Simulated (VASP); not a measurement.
# Be2BiSb3 (P6/mmm) in VASP: further runs

The runs below take Be2BiSb3 through single point, with PBE.

All numbers are computed with VASP 6.6.1; they aren't measurements. Logs are shortened: lines on timing, memory, paths and dates and some standing lists are left out, and cuts for length are marked.

### Step 1. The cell of the first run

Symmetry: P6/mmm, No. 191, hexagonal system. The conventional cell has a = 6.173 Å, b = 6.173 Å, c = 3.487 Å, α = 90.00°, β = 90.00°, γ = 120.00°. Within 3.3 Å of Be (site symmetry -6m2) lie 6 Sb at 2.49 Å. Within 3.3 Å of Sb (site symmetry mmm) lie 4 Be at 2.49 Å and 4 Sb at 3.09 Å. Bi (site symmetry 6/mmm) has 2 Bi at 3.49 Å and 12 Sb at 3.54 Å and 6 Be at 3.56 Å within 4.6 Å.

### Step 2. Single point, PBE

File INCAR:

```
SYSTEM = Be2BiSb3
PREC     = Accurate       ! precision mode
ENCUT    = 520            ! plane-wave cutoff, eV
EDIFF    = 1E-6           ! SCF threshold, eV
ISMEAR   = 0              ! smearing method
SIGMA    = 0.1            ! smearing width, eV
LREAL    = .FALSE.        ! projectors in reciprocal space
LASPH    = .TRUE.         ! aspherical terms in the spheres
NELM     = 100            ! most SCF steps
ALGO     = Normal         ! electronic algorithm
ISIF     = 2              ! what is computed and relaxed
LWAVE    = .FALSE.        ! write WAVECAR
LCHARG   = .TRUE.         ! write CHGCAR
GGA      = PE             ! functional
LELF     = .TRUE.         ! ELF
LVHAR    = .TRUE.       
NBANDS   = 26             ! bands
```

File KPOINTS:

```
Automatic mesh
0
G
  3 3 6
  0 0 0
```

File POSCAR:

```
Be2BiSb3
1.0
    6.1726764500      0.0000000000      0.0000000000
   -3.0863382200      5.3456946100      0.0000000000
    0.0000000000      0.0000000000      3.4867377800
Be Sb Bi
2 3 1
Direct
    0.3333333300      0.6666666700      0.0000000000
    0.6666666700      0.3333333300      0.0000000000
    0.5000000000      0.0000000000      0.5000000000
    0.5000000000      0.5000000000      0.5000000000
    0.0000000000      0.5000000000      0.5000000000
    0.0000000000      0.0000000000      0.0000000000
```

Potentials or basis: VASP PAW PBE potentials, release 64 (Be, Sb, Bi_d).

The run is started by

```bash
$ cat potpaw_PBE.64/Be/POTCAR potpaw_PBE.64/Sb/POTCAR potpaw_PBE.64/Bi_d/POTCAR > POTCAR
$ mpirun -np 1 vasp_std > vasp.out
```

OUTCAR:

```text
SYSTEM = Be2BiSb3
   PREC = Accurate
   ENCUT = 520
   EDIFF = 1E-6
   ISMEAR = 0
   LREAL = .FALSE.
   LASPH = .TRUE.
   NELM = 100
   ISIF = 2
   GGA = PE

 ion  position               nearest neighbor table
   1  0.333  0.667  0.000-   3 2.49   3 2.49   5 2.49   5 2.49   4 2.49   4 2.49
   2  0.667  0.333  0.000-   3 2.49   3 2.49   5 2.49   5 2.49   4 2.49   4 2.49
   3  0.500  0.000  0.500-   1 2.49   2 2.49   1 2.49   2 2.49   4 3.09   4 3.09   5 3.09   5 3.09
                             6 3.54   6 3.54   6 3.54   6 3.54
   4  0.500  0.500  0.500-   1 2.49   2 2.49   1 2.49   2 2.49   3 3.09   3 3.09   5 3.09   5 3.09
                             6 3.54   6 3.54   6 3.54   6 3.54
   5  0.000  0.500  0.500-   1 2.49   2 2.49   1 2.49   2 2.49   3 3.09   3 3.09   4 3.09   4 3.09
                             6 3.54   6 3.54   6 3.54   6 3.54
   6  0.000  0.000  0.000-   5 3.54   5 3.54   5 3.54   5 3.54   4 3.54   4 3.54   4 3.54   4 3.54
                             3 3.54   3 3.54   3 3.54   3 3.54

  LATTYP: Found a hexagonal cell.
 ALAT       =     6.1726764500
 C/A-ratio  =     0.5648664414

  Lattice vectors:

 A1 = (   6.1726764500,   0.0000000000,   0.0000000000)
 A2 = (  -3.0863382200,   5.3456946100,   0.0000000000)
 A3 = (   0.0000000000,   0.0000000000,   3.4867377800)

Analysis of symmetry for initial positions (statically):
=====================================================================
 Subroutine PRICEL returns:
 Original cell was already a primitive cell.

 Routine SETGRP: Setting up the symmetry group for a
 hexagonal supercell.

 Subroutine GETGRP returns: Found 24 space group operations
 (whereof 24 operations were pure point group operations)
 out of a pool of 24 trial point group operations.

The static configuration has the point symmetry D_6h.

Analysis of symmetry for dynamics (positions and initial velocities):
=====================================================================
 Subroutine PRICEL returns:
 Original cell was already a primitive cell.

 Routine SETGRP: Setting up the symmetry group for a
 hexagonal supercell.

 Subroutine GETGRP returns: Found 24 space group operations
 (whereof 24 operations were pure point group operations)
 out of a pool of 24 trial point group operations.

The dynamic configuration has the point symmetry D_6h.

 Subroutine INISYM returns: Found 24 space group operations
 (whereof 24 operations are pure point group operations),
 and found     1 'primitive' translations

----------------------------------------------------------------------------------------

                                     Primitive cell

  volume of cell :     115.0527

  direct lattice vectors                    reciprocal lattice vectors
     6.172676450  0.000000000  0.000000000     0.162004279  0.093533214  0.000000000
    -3.086338220  5.345694610  0.000000000     0.000000000  0.187066429  0.000000000
     0.000000000  0.000000000  3.486737780     0.000000000  0.000000000  0.286801034

  length of vectors
     6.172676450  6.172676443  3.486737780     0.187066429  0.187066429  0.286801034

  position of ions in fractional coordinates (direct lattice)
     0.333333330  0.666666670  0.000000000
     0.666666670  0.333333330  0.000000000
     0.500000000  0.000000000  0.500000000
     0.500000000  0.500000000  0.500000000
     1.000000000  0.500000000  0.500000000
     0.000000000  0.000000000  0.000000000

  ion indices of the primitive-cell ions
   primitive index   ion index
                 1           1
                 2           2
                 3           3
                 4           4
                 5           5
                 6           6

----------------------------------------------------------------------------------------

 KPOINTS: Automatic mesh

Automatic generation of k-mesh.
 Grid dimensions read from file:
 generate k-points for:    3    3    6

 Generating k-lattice:

  Cartesian coordinates                     Fractional coordinates (reciprocal lattice)
     0.054001426  0.031177738  0.000000000     0.333333333 -0.000000000  0.000000000
     0.000000000  0.062355476  0.000000000     0.000000000  0.333333333  0.000000000
     0.000000000  0.000000000  0.047800172     0.000000000  0.000000000  0.166666667

  Length of vectors
     0.062355476  0.062355476  0.047800172

  Shift w.r.t. Gamma in fractional coordinates (k-lattice)
     0.000000000  0.000000000  0.000000000

 Subroutine IBZKPT returns following result:
 ===========================================

 Found     12 irreducible k-points:

 Following reciprocal coordinates:
            Coordinates               Weight
  0.000000  0.000000  0.000000      1.000000
  0.333333  0.000000  0.000000      6.000000
  0.333333  0.333333  0.000000      2.000000
  0.000000  0.000000  0.166667      2.000000
  0.333333  0.000000  0.166667     12.000000
  0.333333  0.333333  0.166667      4.000000
  0.000000  0.000000  0.333333      2.000000
  0.333333  0.000000  0.333333     12.000000
  0.333333  0.333333  0.333333      4.000000
  0.000000  0.000000  0.500000      1.000000
  0.333333  0.000000  0.500000      6.000000
  0.333333  0.333333  0.500000      2.000000
   k-points           NKPTS =     12   k-points in BZ     NKDIM =     12   number of bands    NBANDS=     26
   number of dos      NEDOS =    301   number of ions     NIONS =      6
   total plane-waves  NPLWV =  64512
   dimension x,y,z NGX =    48 NGY =   48 NGZ =   28
   dimension x,y,z NGXF=    96 NGYF=   96 NGZF=   56
   ions per type =               2   3   1
   NGX,Y,Z   is equivalent  to a cutoff of  12.93, 12.93, 13.35 a.u.
   NGXF,Y,Z  is equivalent  to a cutoff of  25.86, 25.86, 26.70 a.u.
 SYSTEM =  Be2BiSb3
   PREC   = accura    normal or accurate (medium, high low for compatibility)
   ISTART =      0    job   : 0-new  1-cont  2-samecut
   ICHARG =      2    charge: 1-file 2-atom 10-const
   ISPIN  =      1    spin polarized calculation?
   LNONCOLLINEAR =      F non collinear calculations
   LSORBIT =      F    spin-orbit coupling
   LASPH  =      T    aspherical Exc in radial PAW
   ENCUT  =  520.0 eV  38.22 Ry    6.18 a.u.  11.48 11.48  6.48*2*pi/ulx,y,z
   NELM   =    100;   NELMIN=  2; NELMDL= -5     # of ELM steps
   EDIFF  = 0.1E-05   stopping-criterion for ELM
   LREAL  =      F    real-space projection
   EDIFFG = 0.1E-04   stopping-criterion for IOM
   NSW    =      0    number of steps for IOM
   IBRION =     -1    ionic relax: 0-MD 1-quasi-New 2-CG
   NFREE  =      0    steps in history (QN), initial steepest desc. (CG)
   ISIF   =      2    stress and relaxation
   ISYM   =      2    0-nonsym 1-usesym 2-fastsym
   POTIM  = 0.5000    time-step for ionic-motion
   TEBEG  =    0.0;   TEEND  =   0.0 temperature during run
   PSTRESS=    0.0 pullay stress
   NELECT =      34.0000    total number of electrons
   NUPDOWN=      -1.0000    fix difference up-down
   EMIN   =  10.00;   EMAX   =-10.00  energy-range for DOS
   EFERMI =   0.00;   METHOD = LEGACY
   ISMEAR =     0;   SIGMA  =   0.10  broadening in eV -4-tet -1-fermi 0-gaus
   EFERMI_NEDOS =   21; number of points for ismear=-14 and -15
   IALGO  =     38    algorithm
   IMIX   =      4    mixing-type and parameters
     AMIX     =   0.40;   BMIX     =  1.00
     AMIX_MAG =   1.60;   BMIX_MAG =  1.00
  volume/ion in A,a.u.               =      19.18       129.40
  Fermi-wavevector in a.u.,A,eV,Ry     =   1.090441  2.060635 16.178164  1.189061
  Thomas-Fermi vector in A             =   2.226665
   LORBIT       =      0    0 simple, 1 ext, 2 COOP (PROOUT), +10 PAW based schemes
   GGA     = PE    functional components
   LHFCALC =     F    Hartree Fock is set to
   AEXX    =    0.0000 exact exchange contribution
   IVDW    =     0    specifies the selected vdW correction
   LEPSILON=     F    determine dielectric tensor
   LRPA    =     F    only Hartree local field effects (RPA)
 non-spin polarized calculation
 Gauss-broadening in eV      SIGMA  =   0.10
  energy-cutoff  :      520.00
  volume of cell :      115.05
 maximum number of plane-waves:      3120
 NGX is ok and might be reduce to    48
   NGX = 23   NGY = 23   NGZ = 13

 number of electron      34.0000003 magnetization

 Free energy of the ion-electron system (eV)
  ---------------------------------------------------
  ext. energy  EPLUGINS =         0.00000000
  ---------------------------------------------------
  free energy    TOTEN  =       -19.66546343 eV

  energy without entropy =      -19.64724799  energy(sigma->0) =      -19.65635571

 E-fermi :   9.5070     XC(G=0): -10.7422

 val. band max:        9.4780150892   @ k =   0.0000   0.0000   0.1667
 cond. band min:       9.5156201965   @ k =   0.3333   0.0000   0.3333
 fundamental gap:      0.0376051074
 Fermi energy:         9.5070204680

 k-point     1 :       0.0000    0.0000    0.0000
  band No.  band energies     occupation
      1     -13.5119      2.00000
      2     -13.3958      2.00000
      3     -13.3958      2.00000
      4     -13.3741      2.00000
      5     -13.3741      2.00000
      6      -4.3530      2.00000
[... 18 lines left out ...]
     25      14.6468      0.00000
     26      14.6469      0.00000

 k-point     2 :       0.3333    0.0000    0.0000
  band No.  band energies     occupation
      1     -13.5118      2.00000
      2     -13.3960      2.00000
      3     -13.3958      2.00000
      4     -13.3741      2.00000
      5     -13.3735      2.00000
      6      -3.7819      2.00000
[... 18 lines left out ...]
     25      14.7494      0.00000
     26      15.1134      0.00000

 k-point     3 :       0.3333    0.3333    0.0000
  band No.  band energies     occupation
      1     -13.5117      2.00000
      2     -13.3960      2.00000
      3     -13.3960      2.00000
      4     -13.3737      2.00000
      5     -13.3737      2.00000
      6      -2.6850      2.00000
[... 18 lines left out ...]
     25      16.0889      0.00000
     26      16.0961      0.00000

 k-point     4 :       0.0000    0.0000    0.1667
  band No.  band energies     occupation
      1     -13.4740      2.00000
      2     -13.4084      2.00000
      3     -13.4084      2.00000
      4     -13.3726      2.00000
      5     -13.3726      2.00000
      6      -4.0502      2.00000
[... 18 lines left out ...]
     25      15.7595      0.00000
     26      15.7595      0.00000

 k-point     5 :       0.3333    0.0000    0.1667
  band No.  band energies     occupation
      1     -13.4738      2.00000
      2     -13.4087      2.00000
      3     -13.4085      2.00000
      4     -13.3726      2.00000
      5     -13.3721      2.00000
      6      -3.4828      2.00000
[... 18 lines left out ...]
     25      15.7473      0.00000
     26      15.8080      0.00000

 k-point     6 :       0.3333    0.3333    0.1667
  band No.  band energies     occupation
      1     -13.4738      2.00000
      2     -13.4087      2.00000
      3     -13.4087      2.00000
      4     -13.3722      2.00000
      5     -13.3722      2.00000
      6      -2.4080      2.00000
[... 79 lines left out ...]
 k-point     9 :       0.3333    0.3333    0.3333
  band No.  band energies     occupation
      1     -13.4339      2.00000
      2     -13.4339      2.00000
      3     -13.3975      2.00000
      4     -13.3692      2.00000
      5     -13.3692      2.00000
      6      -1.6782      2.00000
[... 18 lines left out ...]
     25      15.5517      0.00000
     26      15.6448      0.00000

 k-point    10 :       0.0000    0.0000    0.5000
  band No.  band energies     occupation
      1     -13.4462      2.00000
      2     -13.4462      2.00000
      3     -13.3682      2.00000
      4     -13.3682      2.00000
      5     -13.3596      2.00000
      6      -2.3988      2.00000
[... 18 lines left out ...]
     25      14.8659      0.00000
     26      17.7716      0.00000

 k-point    11 :       0.3333    0.0000    0.5000
  band No.  band energies     occupation
      1     -13.4465      2.00000
      2     -13.4463      2.00000
      3     -13.3680      2.00000
      4     -13.3677      2.00000
      5     -13.3594      2.00000
      6      -1.9089      2.00000
[... 18 lines left out ...]
     25      15.3201      0.00000
     26      15.8819      0.00000

 k-point    12 :       0.3333    0.3333    0.5000
  band No.  band energies     occupation
      1     -13.4465      2.00000
      2     -13.4465      2.00000
      3     -13.3677      2.00000
      4     -13.3677      2.00000
      5     -13.3593      2.00000
      6      -1.1242      2.00000
[... 18 lines left out ...]
     25      14.2924      0.00000
     26      15.0336      0.00000

------------------------ aborting loop because EDIFF is reached ----------------------------------------

  FORCE on cell =-STRESS in cart. coord.  units (eV):
  Direction    XX          YY          ZZ          XY          YZ          ZX
  --------------------------------------------------------------------------------------
  -------------------------------------------------------------------------------------
  Total       13.0039488     13.0039487      9.4610205      0.0000000      0.0000000      0.0000000
  in kB      181.0876722    181.0876719    131.7503025      0.0000002      0.0000000      0.0000000
  external PRESSURE =     164.6418822 kB  Pullay stress =       0.0000000 kB

 VOLUME and BASIS-vectors are now :
 -----------------------------------------------------------------------------
  energy-cutoff  :      520.00
  volume of cell :      115.05
      direct lattice vectors                 reciprocal lattice vectors
     6.172676450  0.000000000  0.000000000     0.162004279  0.093533214  0.000000000
    -3.086338220  5.345694610  0.000000000     0.000000000  0.187066429  0.000000000
     0.000000000  0.000000000  3.486737780     0.000000000  0.000000000  0.286801034

 POSITION                                       TOTAL-FORCE (eV/Angst)
 -----------------------------------------------------------------------------------
     -0.00000      3.56380      0.00000         0.000000     -0.000000      0.000000
      3.08634      1.78190      0.00000        -0.000000      0.000000      0.000000
      3.08634      0.00000      1.74337        -0.000000      0.000000      0.000000
      1.54317      2.67285      1.74337        -0.000000      0.000000      0.000000
     -1.54317      2.67285      1.74337        -0.000000      0.000000      0.000000
      0.00000      0.00000      0.00000        -0.000000      0.000000      0.000000
 -----------------------------------------------------------------------------------
    total drift:                                0.000000     -0.000000     -0.000000

  FREE ENERGIE OF THE ION-ELECTRON SYSTEM (eV)
  ---------------------------------------------------
  free  energy   TOTEN  =       -19.6654634340 eV

  energy  without entropy=      -19.6472479872  energy(sigma->0) =      -19.65635571
```

It took 38 s on 1 thread of Intel Xeon 6975P-C, shared host; peak memory 0.25 GiB.

What came out:

- Free energy: -19.6655 eV
- Pressure: 16.5 GPa
- Band gap on the k mesh: zero (band 17 reaches 11.84 eV, above the bottom of band 18 at 7.56 eV)

Caveat: the k points lie up to 0.39 Å⁻¹ apart; spin-orbit coupling is left out, which moves the levels of the heavy elements.

### Step 3. Single point, PBE

This run uses another cell than the first one, of 23.04 Å³/atom, 1.201 times its volume.

File INCAR:

```
SYSTEM = Be2BiSb3
  ALGO = Normal
  EDIFF = 1E-6
  ENCUT = 520
  GGA = PE
  ISIF = 2
  ISMEAR = 0
  LASPH = .TRUE.
  LCHARG = .FALSE.
  LREAL = .FALSE.
  LWAVE = .FALSE.
  NBANDS = 26
  NELM = 100
  PREC = Accurate
  SIGMA = 0.1
```

File KPOINTS:

```
k-points
0
G
  3 3 6
  0 0 0
```

File POSCAR:

```
Be2BiSb3
1.0
    6.6526753897     -0.0000000031      0.0000000000
   -3.3263376921      5.7613858921      0.0000000000
    0.0000000000      0.0000000000      3.6059704974
Be Sb Bi
2 3 1
Direct
    0.3333333333      0.6666666667      0.0000000000
    0.6666666667      0.3333333333      0.0000000000
    0.5000000000      0.0000000000      0.5000000000
    0.5000000000      0.5000000000      0.5000000000
    0.0000000000      0.5000000000      0.5000000000
    0.0000000000      0.0000000000      0.0000000000
```

Potentials or basis: VASP PAW PBE potentials, release 64 (Be, Sb, Bi_d).

The run is started by

```bash
$ cat potpaw_PBE.64/Be/POTCAR potpaw_PBE.64/Sb/POTCAR potpaw_PBE.64/Bi_d/POTCAR > POTCAR
$ mpirun -np 1 vasp_std > vasp.out
```

Run time: 42 s. Hardware: 1 thread of Intel Xeon 6975P-C, shared host; peak memory 0.27 GiB.

Results (log left out):

| Quantity | Value |
| --- | --- |
| Free energy | -20.7165 eV |
| Pressure | 0.0 GPa |
| Band gap on the k mesh | zero (band 17 reaches 9.41 eV, above the bottom of band 18 at 5.87 eV) |

Stress tensor (GPa, compression positive):
```
-0.07  0.00  0.00
 0.00 -0.07  0.00
 0.00  0.00  0.26
```

Levels at points of the mesh, in eV from the Fermi level:
```csv
k point,band 15,band 16,band 17,band 18,band 19,band 20
"(0.00, 0.00, 0.00)",0.27,1.89,2.15,2.34,2.34,2.63
"(0.00, 0.00, 0.50)",-2.62,-2.62,-1.73,-1.39,-1.39,3.03
```

Caveat: the k points lie up to 0.36 Å⁻¹ apart; spin-orbit coupling is left out, which moves the levels of the heavy elements.
